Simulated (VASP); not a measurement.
Here is a VASP 6.6.1 calculation.

Contents of INCAR:

```
  ALGO = Normal
  EDIFF = 1E-6
  ENCUT = 600
  GGA = CA
  GGA_COMPAT = F
  ISIF = 2
  ISMEAR = 0
  LASPH = T
  LCHARG = F
  LREAL = F
  LWAVE = F
  NBANDS = 49
  NELM = 120
  PREC = Accurate
  SIGMA = 0.05
```

KPOINTS

```
k-points
0
Gamma
  8 8 8
```

POSCAR

```
Na2IrAuF6
1.0
    0.0000000000      4.4292349820      4.4292349820
    4.4292349820      0.0000000000      4.4292349820
    4.4292349820      4.4292349820      0.0000000000
Na Ir Au F
2 1 1 6
Direct
    0.2500000000      0.2500000000      0.2500000000
    0.7500000000      0.7500000000      0.7500000000
    0.0000000000      0.0000000000      0.0000000000
    0.5000000000      0.5000000000      0.5000000000
    0.1945810772      0.1945810772      0.8054189228
    0.1945810772      0.8054189228      0.8054189228
    0.8054189228      0.8054189228      0.1945810772
    0.1945810772      0.8054189228      0.1945810772
    0.8054189228      0.1945810772      0.8054189228
    0.8054189228      0.1945810772      0.1945810772
```

Potentials or basis: VASP PAW LDA potentials, release 64 (Na_pv, Ir, Au, F).

Run with:

```bash
$ cat potpaw_LDA.64/Na_pv/POTCAR potpaw_LDA.64/Ir/POTCAR potpaw_LDA.64/Au/POTCAR potpaw_LDA.64/F/POTCAR > POTCAR
$ mpirun -np 1 vasp_std > vasp.out
```

Problem. Predict the band gap on the k mesh.

Solution. Zero (bands 38 and 39 overlap by 0.09 eV).

Problem. Predict the pressure.

Solution. 27.4 GPa.

Forces in eV/Å, atoms in the order of the input:
```
Na   0.000  0.000  0.000
Na   0.000  0.000  0.000
Ir   0.000  0.000  0.000
Au   0.000  0.000  0.000
F    0.000  0.000  9.084
F   -9.084  0.000  0.000
F    0.000  0.000 -9.084
F    0.000  9.084  0.000
F    0.000 -9.084  0.000
F    9.084  0.000  0.000
```

Caveat: the cell differs from its parent crystal (strained); the cell stands under pressure; spin-orbit coupling is left out, which moves the levels of the heavy elements; forces of over 1 eV/Å act on the atoms, so gaps and moduli don't describe the material at rest.
